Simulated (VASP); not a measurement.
Crystal: Hf2Br.

```
Hf Br
1.0
     2.42955    1.40270    4.04264
    -2.42955    1.40270    4.04264
     0.00000   -2.80540    4.04264
Hf Br
2 1
Cartesian
  0.0000 0.0000 7.0041
  0.0000 0.0000 9.3408
  0.0000 0.0000 2.4721
```

| Property | Result |
| --- | --- |
| Program | VASP 6.6.1 |
| Task | relaxation of cell and atoms |
| Functional | PBE |
| Potentials or basis | VASP PAW PBE potentials, release 64 (Hf_pv, Br) |
| Cutoff | 600 eV |
| k mesh | 5 × 5 × 5 |
| Occupations | gaussian, width 0.2 eV |
| Spin | no spin polarisation |

At the start: pressure 2.5 GPa; volume 27.55 Å³/atom.

Problem. Where does the relaxation end?

Solution. Over 18 steps the energy falls by 528.5 meV/atom and the volume is 25.54 Å³/atom (-7.3 %); space group R-3m (No. 166, to 0.05 Å).

Step by step:
```
step  energy change (eV)  largest force (eV/Å)  pressure (GPa)  volume (Å³)
   1              0.0000                4.2860            2.46        82.66
   2             -1.0714                1.0218           -0.68        87.00
   3             -1.0887                0.5660           -1.04        86.43
   4             -1.0889                0.6305           -1.01        86.51
   5             -1.1593                0.7620            0.12        84.43
   6             -1.2242                1.0911            2.58        80.64
   7             -1.2657                0.9823            2.01        80.96
   8             -1.3564                0.7052            0.13        81.86
   9             -1.3972                0.7200           -3.45        83.36
  10             -1.4020                0.7003           -2.46        82.95
  11             -1.4518                0.7080           -2.41        81.50
  12             -1.5550                0.3153           -1.35        77.07
  13             -1.5558                0.3442           -0.93        76.29
  14             -1.5563                0.3188           -1.14        76.66
  15             -1.5679                0.2880            0.04        75.71
  16             -1.5691                0.2995            0.57        75.31
  17             -1.5763                0.2231            0.41        75.64
  18             -1.5855                0.0451            0.02        76.62
```

Final structure:
```
CELL_PARAMETERS angstrom
2.06621 1.19293 5.18076
-2.06621 1.19293 5.18076
0.00000 -2.38585 5.18076
ATOMIC_POSITIONS crystal
Hf 0.59217 0.59217 0.59217
Hf 0.77548 0.77548 0.77548
Br 0.18391 0.18391 0.18391
```

Caveat: an odd number of electrons without spin polarisation forces a metal; a magnetic or distorted state may lie lower; the relaxation stopped at a loose force limit of 0.08 eV/Å, so its end isn't a converged minimum.
